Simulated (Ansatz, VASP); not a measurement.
**One calculation of Ir, two programs**

```xyz
1
Lattice="0.0000 1.9061 1.9061 1.9061 0.0000 1.9061 1.9061 1.9061 0.0000" Properties=species:S:1:pos:R:3 pbc="T T T"
Ir    0.0000    0.0000    0.0000
```

Alike in both runs: task single point; functional LDA; k mesh 14 × 14 × 14; occupations methfessel-paxton of order 1, width 0.6 eV; no spin polarisation.

|  | VASP | Ansatz |
| --- | --- | --- |
| version | VASP 6.6.1 | Ansatz 0.2.0 |
| potentials or method | VASP PAW LDA potentials, release 64 (Ir), cutoff 520 eV | plane waves (420 eV) with PAW, scalar-relativistic |
| valence electrons in the cell | 9 | 17 |

```csv
,VASP,Ansatz,Ansatz less VASP
pressure (GPa),2.2,-0.4,-2.60
```

Ansatz warns that its potentials were made for another functional, while VASP's fit it. LDA's correlation is that of Perdew and Zunger in VASP and of Perdew and Wang (1992) in Ansatz. VASP's potentials hold 9 valence electrons a cell and Ansatz's 17, so a difference there can come from the potentials and not from the codes.

Spin-orbit coupling is off throughout.
